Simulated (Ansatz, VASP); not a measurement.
## TaTe: VASP beside Ansatz

INCAR

```
SYSTEM = TaTe
PREC     = Accurate       ! precision mode
ENCUT    = 520            ! plane-wave cutoff, eV
EDIFF    = 1E-7           ! SCF threshold, eV
ISMEAR   = 0              ! smearing method
SIGMA    = 0.05           ! smearing width, eV
LREAL    = .FALSE.        ! projectors in reciprocal space
LASPH    = .TRUE.         ! aspherical terms in the spheres
NELM     = 150            ! most SCF steps
ALGO     = Normal         ! electronic algorithm
ISIF     = 2              ! what is computed and relaxed
LWAVE    = .FALSE.        ! write WAVECAR
LCHARG   = .FALSE.        ! write CHGCAR
ISPIN    = 2              ! spin polarisation
MAGMOM   = 1.39 0         ! initial moments
LORBIT   = 11             ! projections on sites
LMAXMIX  = 4              ! l up to which the mixer works
GGA      = PE             ! functional
NBANDS   = 20             ! bands
```

File KPOINTS:

```
Automatic mesh
0
G
  10 10 10
  0 0 0
```

File POSCAR:

```
TaTe
1.0
    0.0000000000      3.1387196583      3.1387196583
    3.1387196583      0.0000000000      3.1387196583
    3.1387196583      3.1387196583      0.0000000000
Ta Te
1 1
Direct
    0.0000000000      0.0000000000      0.0000000000
    0.2500000000      0.2500000000      0.2500000000
```

Input for Ansatz:

```yaml
crystal:
  lattice:
    - [0.0, 3.1387196583, 3.1387196583]
    - [3.1387196583, 0.0, 3.1387196583]
    - [3.1387196583, 3.1387196583, 0.0]
  atoms:
    - { symbol: Ta, position: [0.0, 0.0, 0.0], spin: 1.39 }
    - { symbol: Te, position: [0.25, 0.25, 0.25] }
basis:
  ecutwfc: 420
  ecutrho_ratio: 4
kpoints:
  mp_grid: { grid: [10, 10, 10] }
hamiltonian:
  xc: pbe
scf:
  occupations: { method: gaussian, width: 0.05 }
output:
  forces: true
  stress: true
  eigenvalues: true
  populations: true
magnetization:
  spin_polarized: true
```

Alike in both runs: task single point; functional PBE; k mesh 10 × 10 × 10; occupations gaussian, width 0.05 eV; collinear spin.

```csv
,VASP,Ansatz
version,VASP 6.6.1,Ansatz 0.2.0
potentials or method,"VASP PAW PBE potentials, release 64 (Ta_pv, Te), cutoff 520 eV","scalar-relativistic, plane waves, PAW"
valence electrons in the cell,17,29
```

Ansatz gave:

| Quantity | Value |
| --- | --- |
| gap on the k mesh at the Fermi level (eV) | none |
| pressure (GPa) | 1.5 |
| net moment per atom (μB) | 1.02 |
| size of the moment on the site where the two differ most (μB) | 1.24 |

What did VASP give for the same quantities?

gap on the k mesh at the Fermi level (eV): none; pressure (GPa): 1.5; net moment per atom (μB): 1.02; size of the moment on the site where the two differ most (μB): 1.39.

Site moments also hang on the region over which each program counts them. A gap of «none» marks a metal or a gap that the smearing closes. The functional is the same, so the differences come from potentials, cutoffs and numerics. VASP's potentials hold 17 valence electrons a cell and Ansatz's 29, so a difference there can come from the potentials and not from the codes.

Spin-orbit coupling is off throughout.
